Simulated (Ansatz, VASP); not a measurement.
**Two plane-wave programs on Ge2Sb2Se**

```
CELL_PARAMETERS angstrom
4.27384 0.00000 0.00000
-2.13692 3.70126 0.00000
0.00000 0.00000 9.60450
ATOMIC_POSITIONS crystal
Ge 0.00000 0.00000 0.25000
Ge 0.00000 0.00000 0.75000
Sb 0.33333 0.66667 0.11997
Sb 0.66667 0.33333 0.88003
Se 0.00000 0.00000 0.50000
```

Alike in both runs: functional PBE; k mesh 12 × 12 × 4; occupations gaussian, width 0.1 eV; no spin polarisation.

Ansatz relaxed the structure, and its values are those at the end. VASP's run is a single point on that final structure, the one shown.

|  | VASP | Ansatz |
| --- | --- | --- |
| version | VASP 6.6.1 | Ansatz 0.2.0 |
| potentials or method | VASP PAW PBE potentials, release 64 (Ge_d, Sb, Se), cutoff 520 eV | scalar-relativistic, plane waves, PAW |
| valence electrons in the cell | 44 | 74 |

|  | VASP | Ansatz | Ansatz less VASP |
| --- | --- | --- | --- |
| gap on the k mesh at the Fermi level (eV) | none | none | - |
| pressure (GPa) | 0.0 | 0.0 | -0.02 |
| rms of the force components (eV/Å) | 0.007 | 0.003 | -0.0038 |

A gap of «none» marks a metal or a gap that the smearing closes. The functional is the same, so the differences come from potentials, cutoffs and numerics. VASP's potentials hold 44 valence electrons a cell and Ansatz's 74, so a difference there can come from the potentials and not from the codes.

Spin-orbit coupling is off throughout.
